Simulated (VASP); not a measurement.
Here is a VASP 6.6.1 calculation.

Contents of INCAR:

```
SYSTEM = As
PREC = Accurate ; ENCUT = 520
EDIFF = 1E-6 ; ISMEAR = -1
SIGMA = 0.05 ; LREAL = .False.
LASPH = .True. ; NELM = 60
ALGO = Normal ; ISIF = 2
LWAVE = .False. ; LCHARG = .True.
GGA = PE ; LELF = .True.
LVHAR = .True. ; NBANDS = 12
```

File KPOINTS:

```
regular mesh
0
Gamma
  9 9 9
  0 0 0
```

File POSCAR:

```
As
1.0
    1.8989036303      1.0963325221      3.4341775470
   -1.8989036303      1.0963325221      3.4341775470
    0.0000000000     -2.1926650442      3.4341775470
As
2
Direct
    0.2290069991      0.2290069991      0.2290069991
    0.7709930009      0.7709930009      0.7709930009
```

Potentials or basis: VASP PAW PBE potentials, release 64 (As).

Run with:

```sh
$ cat potpaw_PBE.64/As/POTCAR > POTCAR
$ mpirun -np 1 vasp_std > vasp.out
```

Task: Estimate the largest force.

Result: 0.046 eV/Å.

Task: Predict the pressure.

Result: 2.3 GPa.

Forces on the atoms (eV/Å):
```
As   0.000  0.000  0.046
As   0.000  0.000 -0.046
```
